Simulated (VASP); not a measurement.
# Si (Fd-3m) in VASP: a series of runs

The runs below take Si through single point, with r2SCAN.

Everything below comes from runs of VASP 6.6.1. Logs are shortened: lines on timing, memory, paths and dates and some standing lists are left out, and cuts for length are marked.

**1. The cell of the first run**

The structure is cubic, space group Fd-3m (No. 227). The conventional cell has a = 5.445 Å, b = 5.445 Å, c = 5.445 Å, α = 90.00°, β = 90.00°, γ = 90.00°. Si (site symmetry -43m) has 4 Si at 2.36 Å within 3.1 Å.

**2. Single point, r2SCAN**

POSCAR reads:

```
Si
1.0
    0.0000000000      2.7227277380      2.7227277380
    2.7227277380      0.0000000000      2.7227277380
    2.7227277380      2.7227277380      0.0000000000
Si
2
Direct
    0.5000000000      0.5000000000      0.5000000000
    0.7500000000      0.7500000000      0.7500000000
```

INCAR.step1 reads:

```
SYSTEM = Si
ALGO     = Normal         ! electronic algorithm
EDIFF    = 1E-4           ! SCF threshold, eV
ENCUT    = 520            ! plane-wave cutoff, eV
GGA      = PE             ! functional
ISMEAR   = 1              ! smearing method
LASPH    = .True.         ! aspherical terms in the spheres
LCHARG   = .False.        ! write CHGCAR
LREAL    = .False.        ! projectors in reciprocal space
LWAVE    = .True.         ! write WAVECAR
NBANDS   = 11             ! bands
NELM     = 60             ! most SCF steps
PREC     = Accurate       ! precision mode
SIGMA    = 0.6            ! smearing width, eV
```

INCAR.step2 reads:

```
SYSTEM = Si
ALGO     = Normal         ! electronic algorithm
EDIFF    = 1E-6           ! SCF threshold, eV
ENCUT    = 520            ! plane-wave cutoff, eV
ISIF     = 2              ! what is computed and relaxed
ISMEAR   = 1              ! smearing method
ISTART   = 1            
LASPH    = .True.         ! aspherical terms in the spheres
LCHARG   = .True.         ! write CHGCAR
LELF     = .True.         ! ELF
LMIXTAU  = .True.       
LREAL    = .False.        ! projectors in reciprocal space
LVHAR    = .True.       
LWAVE    = .False.        ! write WAVECAR
METAGGA  = R2SCAN         ! meta-GGA
NBANDS   = 11             ! bands
NELM     = 60             ! most SCF steps
PREC     = Accurate       ! precision mode
SIGMA    = 0.6            ! smearing width, eV
```

KPOINTS reads:

```
k-points
0
Gamma
  10 10 10
  0 0 0
```

Potentials or basis: VASP PAW PBE potentials, release 64 (Si).

Command:

```
cat potpaw_PBE.64/Si/POTCAR > POTCAR
cp INCAR.step1 INCAR
mpirun -np 1 vasp_std > vasp.out
cp INCAR.step2 INCAR
mpirun -np 1 vasp_std > vasp.out
```

OUTCAR:

```text
SYSTEM = Si
   EDIFF = 1E-6
   ENCUT = 520
   ISIF = 2
   ISMEAR = 1
   ISTART = 1
   LASPH = .True.
   LREAL = .False.
   METAGGA = R2SCAN
   NELM = 60
   PREC = Accurate

 ion  position               nearest neighbor table
   1  0.500  0.500  0.500-   2 2.36   2 2.36   2 2.36   2 2.36
   2  0.750  0.750  0.750-   1 2.36   1 2.36   1 2.36   1 2.36

  LATTYP: Found a face centered cubic cell.
 ALAT       =     5.4454554760

  Lattice vectors:

 A1 = (   0.0000000000,   2.7227277380,   2.7227277380)
 A2 = (   2.7227277380,   0.0000000000,   2.7227277380)
 A3 = (   2.7227277380,   2.7227277380,   0.0000000000)

Analysis of symmetry for initial positions (statically):
=====================================================================
 Subroutine PRICEL returns:
 Original cell was already a primitive cell.

 Routine SETGRP: Setting up the symmetry group for a
 face centered cubic supercell.

 Subroutine GETGRP returns: Found 48 space group operations
 (whereof 24 operations were pure point group operations)
 out of a pool of 48 trial point group operations.

The static configuration has the point symmetry T_d .
 The point group associated with its full space group is O_h .

Analysis of symmetry for dynamics (positions and initial velocities):
=====================================================================
 Subroutine PRICEL returns:
 Original cell was already a primitive cell.

 Routine SETGRP: Setting up the symmetry group for a
 face centered cubic supercell.

 Subroutine GETGRP returns: Found 48 space group operations
 (whereof 24 operations were pure point group operations)
 out of a pool of 48 trial point group operations.

The dynamic configuration has the point symmetry T_d .
 The point group associated with its full space group is O_h .

 Subroutine INISYM returns: Found 48 space group operations
 (whereof 24 operations are pure point group operations),
 and found     1 'primitive' translations

----------------------------------------------------------------------------------------

                                     Primitive cell

  volume of cell :      40.3685

  direct lattice vectors                    reciprocal lattice vectors
     0.000000000  2.722727738  2.722727738    -0.183639368  0.183639368  0.183639368
     2.722727738  0.000000000  2.722727738     0.183639368 -0.183639368  0.183639368
     2.722727738  2.722727738  0.000000000     0.183639368  0.183639368 -0.183639368

  length of vectors
     3.850518494  3.850518494  3.850518494     0.318072715  0.318072715  0.318072715

  position of ions in fractional coordinates (direct lattice)
     0.500000000  0.500000000  0.500000000
     0.750000000  0.750000000  0.750000000

  ion indices of the primitive-cell ions
   primitive index   ion index
                 1           1
                 2           2

----------------------------------------------------------------------------------------

 KPOINTS: k-points

Automatic generation of k-mesh.
 Grid dimensions read from file:
 generate k-points for:   10   10   10

 Generating k-lattice:

  Cartesian coordinates                     Fractional coordinates (reciprocal lattice)
    -0.018363937  0.018363937  0.018363937     0.100000000  0.000000000  0.000000000
     0.018363937 -0.018363937  0.018363937     0.000000000  0.100000000  0.000000000
     0.018363937  0.018363937 -0.018363937     0.000000000  0.000000000  0.100000000

  Length of vectors
     0.031807271  0.031807271  0.031807271

  Shift w.r.t. Gamma in fractional coordinates (k-lattice)
     0.000000000  0.000000000  0.000000000

 Subroutine IBZKPT returns following result:
 ===========================================

 Found     47 irreducible k-points:

 Following reciprocal coordinates:
            Coordinates               Weight
  0.000000  0.000000  0.000000      1.000000
  0.100000  0.000000  0.000000      8.000000
  0.200000  0.000000  0.000000      8.000000
  0.300000  0.000000  0.000000      8.000000
  0.400000  0.000000  0.000000      8.000000
  0.500000  0.000000  0.000000      4.000000
[... 16 lines left out ...]
  0.300000  0.300000  0.000000      6.000000
  0.400000  0.300000  0.000000     24.000000
 [... further k-points ...]
   k-points           NKPTS =     47   k-points in BZ     NKDIM =     47   number of bands    NBANDS=     11
   number of dos      NEDOS =    301   number of ions     NIONS =      2
   total plane-waves  NPLWV =  27000
   dimension x,y,z NGX =    30 NGY =   30 NGZ =   30
   dimension x,y,z NGXF=    60 NGYF=   60 NGZF=   60
   ions per type =               2
   NGX,Y,Z   is equivalent  to a cutoff of  12.95, 12.95, 12.95 a.u.
   NGXF,Y,Z  is equivalent  to a cutoff of  25.90, 25.90, 25.90 a.u.
 SYSTEM =  Si
   PREC   = accura    normal or accurate (medium, high low for compatibility)
   ISTART =      1    job   : 0-new  1-cont  2-samecut
   ICHARG =      0    charge: 1-file 2-atom 10-const
[... 66 lines left out ...]
      3       5.6570      2.01498
      4       5.6570      2.01498
      5       8.4112     -0.00000
      6       8.4112     -0.00000
      7       8.4112     -0.00000
      8       9.5460     -0.00000
      9      13.7789     -0.00000
     10      13.7789     -0.00000
     11      14.3212     -0.00000

 k-point     2 :       0.1000    0.0000    0.0000
  band No.  band energies     occupation
      1      -6.6747      2.00000
      2       4.4922      2.00049
      3       5.4493      2.07092
      4       5.4493      2.07092
      5       8.4918     -0.00000
      6       8.7182     -0.00000
      7       8.7182     -0.00000
      8      10.4343     -0.00000
      9      13.4280     -0.00000
     10      13.4280     -0.00000
     11      14.8591     -0.00000

 k-point     3 :       0.2000    0.0000    0.0000
  band No.  band energies     occupation
      1      -6.2707      2.00000
      2       2.5594      2.00000
      3       5.0482      2.02223
      4       5.0482      2.02223
      5       8.1817     -0.00003
      6       9.2557     -0.00000
      7       9.2557     -0.00000
      8      12.2446     -0.00000
      9      13.1215     -0.00000
     10      13.1215     -0.00000
     11      15.5002     -0.00000

 k-point     4 :       0.3000    0.0000    0.0000
  band No.  band energies     occupation
      1      -5.6279      2.00000
      2       0.6959      2.00000
      3       4.6935      2.00248
      4       4.6935      2.00248
      5       7.8306     -0.00073
      6       9.4424     -0.00000
      7       9.4424     -0.00000
      8      13.7048     -0.00000
      9      13.7048     -0.00000
     10      13.8802     -0.00000
     11      15.2544     -0.00000

 k-point     5 :       0.4000    0.0000    0.0000
  band No.  band energies     occupation
      1      -4.8489      2.00000
      2      -0.8448      2.00000
      3       4.4678      2.00040
      4       4.4678      2.00040
      5       7.5930     -0.00444
      6       9.3253     -0.00000
      7       9.3253     -0.00000
      8      14.0954     -0.00000
      9      15.1721     -0.00000
     10      15.1721     -0.00000
     11      16.4740     -0.00000
[... 211 lines left out ...]
 k-point    21 :      -0.3000    0.2000    0.0000
  band No.  band energies     occupation
      1      -4.6521      2.00000
      2      -0.2669      2.00000
      3       2.0872      2.00000
      4       4.2718      2.00006
      5       8.3948     -0.00000
      6      10.4971     -0.00000
      7      10.6411     -0.00000
      8      12.8776     -0.00000
      9      12.8985     -0.00000
     10      15.8425     -0.00000
     11      18.3046      0.00000

 k-point    22 :      -0.2000    0.2000    0.0000
  band No.  band energies     occupation
      1      -5.4018      2.00000
      2       1.0285      2.00000
      3       2.5555      2.00000
      4       4.7641      2.00411
      5       8.8445     -0.00000
      6       9.9256     -0.00000
      7      10.3107     -0.00000
      8      11.8640     -0.00000
      9      12.1601     -0.00000
     10      17.1061     -0.00000
     11      17.1398     -0.00000

 k-point    23 :       0.3000    0.3000    0.0000
  band No.  band energies     occupation
      1      -5.1913      2.00000
      2       1.0971      2.00000
      3       3.3217      2.00000
      4       3.3217      2.00000
      5       6.7281     -0.02511
      6       8.3637     -0.00000
      7      12.7392     -0.00000
      8      12.7392     -0.00000
      9      15.4740     -0.00000
     10      15.6166     -0.00000
     11      18.9243      0.00000

 k-point    24 :       0.4000    0.3000    0.0000
  band No.  band energies     occupation
      1      -4.5503      2.00000
      2       0.0395      2.00000
      3       2.6866      2.00000
      4       3.1058      2.00000
      5       6.9252     -0.07088
      6       8.1802     -0.00003
      7      13.0882     -0.00000
      8      13.1797     -0.00000
      9      16.6985     -0.00000
     10      17.1838     -0.00000
     11      18.5776      0.00000

 [... further k-points ...]

------------------------ aborting loop because EDIFF is reached ----------------------------------------

  FORCE on cell =-STRESS in cart. coord.  units (eV):
  Direction    XX          YY          ZZ          XY          YZ          ZX
  --------------------------------------------------------------------------------------
  -------------------------------------------------------------------------------------
  Total       -0.0746869     -0.0746869     -0.0746869      0.0000000      0.0000000     -0.0000000
  in kB       -2.9642313     -2.9642313     -2.9642313      0.0000000      0.0000000     -0.0000000
  external PRESSURE =      -2.9642313 kB  Pullay stress =       0.0000000 kB

 VOLUME and BASIS-vectors are now :
 -----------------------------------------------------------------------------
  energy-cutoff  :      520.00
  volume of cell :       40.37
      direct lattice vectors                 reciprocal lattice vectors
     0.000000000  2.722727738  2.722727738    -0.183639368  0.183639368  0.183639368
     2.722727738  0.000000000  2.722727738     0.183639368 -0.183639368  0.183639368
     2.722727738  2.722727738  0.000000000     0.183639368  0.183639368 -0.183639368

 POSITION                                       TOTAL-FORCE (eV/Angst)
 -----------------------------------------------------------------------------------
      2.72273      2.72273      2.72273         0.000000      0.000000      0.000000
      4.08409      4.08409      4.08409        -0.000000     -0.000000     -0.000000
 -----------------------------------------------------------------------------------
    total drift:                                0.000000     -0.000000     -0.000000

  FREE ENERGIE OF THE ION-ELECTRON SYSTEM (eV)
  ---------------------------------------------------
  free  energy   TOTEN  =       -17.5460557902 eV

  energy  without entropy=      -17.5585835156  energy(sigma->0) =      -17.55023170
```

Wall time 2.3 min (1 thread of Intel Xeon 8259CL, shared host); peak memory 0.17 GiB.

Results:

| Item | Value |
| --- | --- |
| Free energy | -17.5461 eV |
| Pressure | -0.3 GPa |
| Band gap on the k mesh | 0.79 eV, indirect (least direct gap 2.75 eV) |

Caveat: the PAW data sets were made with another functional, which shifts forces and pressure a little.

**3. Single point, r2SCAN**

POSCAR is that of step 2.

INCAR.step1 reads:

```
SYSTEM = Si
ALGO = Normal ; EDIFF = 1E-4
ENCUT = 520 ; GGA = PE
ISMEAR = 1 ; LASPH = .True.
LCHARG = .False. ; LREAL = .False.
LWAVE = .True. ; NBANDS = 11
NELM = 100 ; PREC = Accurate
SIGMA = 1.0
```

INCAR.step2 reads:

```
SYSTEM = Si
ALGO = Normal ; EDIFF = 1E-7
ENCUT = 520 ; ISIF = 2
ISMEAR = 1 ; ISTART = 1
LASPH = .True. ; LCHARG = .False.
LMIXTAU = .True. ; LREAL = .False.
LWAVE = .False. ; METAGGA = R2SCAN
NBANDS = 11 ; NELM = 100
PREC = Accurate ; SIGMA = 1.0
```

KPOINTS is that of step 2.

Potentials or basis: VASP PAW PBE potentials, release 64 (Si).

Command:

```
cat potpaw_PBE.64/Si/POTCAR > POTCAR
cp INCAR.step1 INCAR
mpirun -np 1 vasp_std > vasp.out
cp INCAR.step2 INCAR
mpirun -np 1 vasp_std > vasp.out
```

It took 2.2 min on 1 thread of Intel Xeon 8259CL, shared host; peak memory 0.17 GiB.

The run converged. Its results:

```yaml
Free_energy: -17.5270 eV
Pressure: -0.4 GPa
Band_gap_on_the_k_mesh: 0.79 eV, indirect (least direct gap 2.75 eV)
```

Levels at points of the mesh, in eV from the valence-band top:
| k point | band 1 | band 2 | band 3 | band 4 | band 5 | band 6 | band 7 | band 8 |
| --- | --- | --- | --- | --- | --- | --- | --- | --- |
| (0.00, 0.00, 0.00) | -12.47 | 0.00 | 0.00 | 0.00 | 2.75 | 2.75 | 2.75 | 3.89 |
| (0.50, 0.00, 0.00) | -10.04 | -7.23 | -1.27 | -1.27 | 1.85 | 3.59 | 3.59 | 8.32 |
| (0.50, 0.50, 0.00) | -8.13 | -8.13 | -2.99 | -2.99 | 0.93 | 0.93 | 10.81 | 10.81 |

Caveat: the PAW data sets were made with another functional, which shifts forces and pressure a little.

**4. Single point, r2SCAN**

POSCAR is that of step 3.

INCAR.step1 reads:

```
  ALGO = Normal
  EDIFF = 1E-4
  ENCUT = 520
  GGA = PE
  ISMEAR = 1
  LASPH = True
  LCHARG = False
  LREAL = False
  LWAVE = True
  NBANDS = 11
  NELM = 100
  PREC = Accurate
  SIGMA = 0.01
```

INCAR.step2 reads:

```
  ALGO = Normal
  EDIFF = 1E-7
  ENCUT = 520
  ISIF = 2
  ISMEAR = 1
  ISTART = 1
  LASPH = True
  LCHARG = False
  LMIXTAU = True
  LREAL = False
  LWAVE = False
  METAGGA = R2SCAN
  NBANDS = 11
  NELM = 100
  PREC = Accurate
  SIGMA = 0.01
```

KPOINTS reads:

```
k-points
0
Gamma
  10 10 10
```

Command:

```
cat potpaw_PBE.64/Si/POTCAR > POTCAR
cp INCAR.step1 INCAR
mpirun -np 1 vasp_std > vasp.out
cp INCAR.step2 INCAR
mpirun -np 1 vasp_std > vasp.out
```

It took 2.1 min on 1 thread of Intel Xeon 8259CL, shared host; peak memory 0.17 GiB.

The run converged. Its results:

```yaml
Free_energy: -17.5498 eV
Pressure: -0.3 GPa
Band_gap_on_the_k_mesh: 0.79 eV, indirect (least direct gap 2.75 eV)
```

Levels at points of the mesh, in eV from the valence-band top:
```csv
k point,band 2,band 3,band 4,band 5,band 6,band 7
"(0.00, 0.00, 0.00)",0.00,0.00,0.00,2.75,2.75,2.75
"(0.50, 0.00, 0.00)",-7.23,-1.27,-1.27,1.85,3.59,3.59
"(0.50, 0.50, 0.00)",-8.13,-2.99,-2.99,0.94,0.94,10.81
```

Caveat: the PAW data sets were made with another functional, which shifts forces and pressure a little. r2SCAN opens gaps a little over a GGA but as a rule still falls short of measured ones.

**5. Single point, r2SCAN**

POSCAR is that of step 4.

INCAR.step1 reads:

```
PREC = Accurate ; ENCUT = 520
ISMEAR = -1 ; SIGMA = 0.05
LREAL = False ; LASPH = True
NELM = 60 ; NBANDS = 11
GGA = PE ; ALGO = Normal
EDIFF = 1E-4 ; LWAVE = True
LCHARG = False
```

INCAR.step2 reads:

```
PREC = Accurate ; ENCUT = 520
EDIFF = 1E-6 ; ISMEAR = -1
SIGMA = 0.05 ; LREAL = False
LASPH = True ; NELM = 60
ALGO = Normal ; ISIF = 2
LWAVE = False ; LCHARG = True
METAGGA = R2SCAN ; LMIXTAU = True
LELF = True ; LVHAR = True
NBANDS = 11 ; ISTART = 1
```

KPOINTS reads:

```
Automatic mesh
0
Gamma
  2 2 2
```

Command:

```
cat potpaw_PBE.64/Si/POTCAR > POTCAR
cp INCAR.step1 INCAR
mpirun -np 1 vasp_std > vasp.out
cp INCAR.step2 INCAR
mpirun -np 1 vasp_std > vasp.out
```

Run time: 21 s. Hardware: 1 thread of Intel Xeon 8259CL, shared host; peak memory 0.16 GiB.

The run converged. Its results:

* Free energy: -14.9982 eV
* Pressure: 7.3 GPa
* Band gap on the k mesh: 0.81 eV, indirect (least direct gap 2.70 eV)

Levels at points of the mesh, in eV from the valence-band top:
| k point | band 2 | band 3 | band 4 | band 5 | band 6 | band 7 |
| --- | --- | --- | --- | --- | --- | --- |
| (0.00, 0.00, 0.00) | 0.00 | 0.00 | 0.00 | 2.70 | 2.70 | 2.70 |
| (0.50, 0.00, 0.00) | -7.26 | -1.27 | -1.27 | 1.82 | 3.50 | 3.50 |
| (0.50, 0.50, 0.00) | -8.12 | -3.02 | -3.02 | 0.81 | 0.81 | 10.81 |

Caveat: the k points lie up to 1.00 Å⁻¹ apart; the PAW data sets were made with another functional, which shifts forces and pressure a little. r2SCAN opens gaps a little over a GGA but as a rule still falls short of measured ones.

**6. Single point, r2SCAN**

POSCAR is that of step 5.

INCAR.step1 reads:

```
SYSTEM = Si
PREC     = Accurate       ! precision mode
ENCUT    = 520            ! plane-wave cutoff, eV
ISMEAR   = -1             ! smearing method
SIGMA    = 0.05           ! smearing width, eV
LREAL    = .False.        ! projectors in reciprocal space
LASPH    = .True.         ! aspherical terms in the spheres
NELM     = 80             ! most SCF steps
NBANDS   = 11             ! bands
GGA      = PE             ! functional
ALGO     = Normal         ! electronic algorithm
EDIFF    = 1E-4           ! SCF threshold, eV
LWAVE    = .True.         ! write WAVECAR
LCHARG   = .False.        ! write CHGCAR
```

INCAR.step2 reads:

```
SYSTEM = Si
PREC     = Accurate       ! precision mode
ENCUT    = 520            ! plane-wave cutoff, eV
EDIFF    = 1E-6           ! SCF threshold, eV
ISMEAR   = -1             ! smearing method
SIGMA    = 0.05           ! smearing width, eV
LREAL    = .False.        ! projectors in reciprocal space
LASPH    = .True.         ! aspherical terms in the spheres
NELM     = 80             ! most SCF steps
ALGO     = Normal         ! electronic algorithm
ISIF     = 2              ! what is computed and relaxed
LWAVE    = .False.        ! write WAVECAR
LCHARG   = .False.        ! write CHGCAR
METAGGA  = R2SCAN         ! meta-GGA
LMIXTAU  = .True.       
NBANDS   = 11             ! bands
ISTART   = 1
```

KPOINTS reads:

```
regular mesh
0
Gamma
  3 3 3
  0 0 0
```

Potentials or basis: VASP PAW PBE potentials, release 64 (Si).

Command:

```
cat potpaw_PBE.64/Si/POTCAR > POTCAR
cp INCAR.step1 INCAR
mpirun -np 1 vasp_std > vasp.out
cp INCAR.step2 INCAR
mpirun -np 1 vasp_std > vasp.out
```

Wall time 23 s (1 thread of Intel Xeon 8259CL, shared host); peak memory 0.16 GiB.

Results (log left out):

```
Free energy            : -16.9485 eV
Pressure               : 1.6 GPa
Band gap on the k mesh : 0.90 eV, indirect (least direct gap 2.73 eV)
```

Levels at points of the mesh, in eV from the valence-band top:
```csv
k point,band 1,band 2,band 3,band 4,band 5,band 6,band 7,band 8
"(0.00, 0.00, 0.00)",-12.47,0.00,0.00,0.00,2.73,2.73,2.73,3.91
```

Caveat: the k points lie up to 0.67 Å⁻¹ apart; the PAW data sets were made with another functional, which shifts forces and pressure a little. r2SCAN opens gaps a little over a GGA but as a rule still falls short of measured ones.

**7. Overview**

```tsv
k mesh	smearing	gap on the mesh (eV)	pressure (GPa)
10 × 10 × 10	methfessel-paxton 0.6 eV	0.79	-0.3
10 × 10 × 10	methfessel-paxton 1 eV	0.79	-0.4
10 × 10 × 10	methfessel-paxton 0.01 eV	0.79	-0.3
2 × 2 × 2	fermi-dirac 0.05 eV	0.81	7.3
3 × 3 × 3	fermi-dirac 0.05 eV	0.90	1.6
```

Alike in all rows: task single point; level r2SCAN; potentials or basis VASP PAW PBE potentials, release 64 (Si); no spin polarisation; cell as given; cutoff (eV) 520.

Caveats: some runs use coarse meshes; the PAW data sets were made with another functional, which shifts forces and pressure a little.

Absolute energies hang on the potentials; compare differences alone.
